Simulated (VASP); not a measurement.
Ta2N: single point with PBE

The system is Ta2N.

```xyz
3
Lattice="3.0236 0.0000 0.0000 -1.5118 2.6185 0.0000 0.0000 0.0000 5.0039" Properties=species:S:1:pos:R:3 pbc="T T T"
Ta    1.5118    0.8728    3.7275
Ta    0.0000    1.7457    1.2765
N     0.0000    0.0000    0.0000
```

This cell differs from its parent crystal: strain -0.025 along x and y, +0.025 along z.

* Program: VASP 6.6.1
* Task: single point
* Functional: PBE
* Potentials or basis: VASP PAW PBE potentials, release 64 (Ta_pv, N)
* Cutoff: 520 eV
* k mesh: 18 × 18 × 10
* Occupations: gaussian, width 0.15 eV
* Spin: no spin polarisation
* Dipole correction: no
* Further INCAR settings: ALGO = Normal; EDIFF = 1e-07; NBANDS = 20

| Item | Value |
| --- | --- |
| Pressure | 8.4 GPa |
| Largest force | 0.551 eV/Å |
| Band gap on the k mesh | zero (an odd number of electrons rules out a gap without spin polarisation) |

Forces in eV/Å, atoms in the order of the input:
```
Ta   0.000  0.000 -0.551
Ta   0.000  0.000  0.551
N    0.000  0.000  0.000
```

Stress tensor (GPa, compression positive):
```
11.76  0.00  0.00
 0.00 11.76  0.00
 0.00  0.00  1.75
```

Levels at points of the mesh, in eV from the Fermi level:
```
           k point  band 11  band 12  band 13  band 14  band 15  band 16  band 17  band 18
(0.00, 0.00, 0.00)    -5.08    -1.15    -0.22    -0.22     0.20     0.74     0.74     1.22
(0.50, 0.00, 0.00)    -4.70    -2.50    -1.23     1.13     2.45     4.06     4.20     4.30
(0.00, 0.00, 0.50)    -3.33    -2.86    -0.90    -0.90     1.54     2.35     2.40     2.40
(0.50, 0.00, 0.50)    -3.56    -2.07    -2.03    -0.54     0.98     3.91     4.13     4.54
```

It took 90 s on 1 thread of Intel(R) Xeon(R) 6975P-C (Granite Rapids), on a shared host, peak memory 0.35 GiB.

Caveat: the cell differs from its parent crystal (strain -0.025 along x and y, +0.025 along z); the cell stands under pressure; spin-orbit coupling is left out, which moves the levels of the heavy elements.
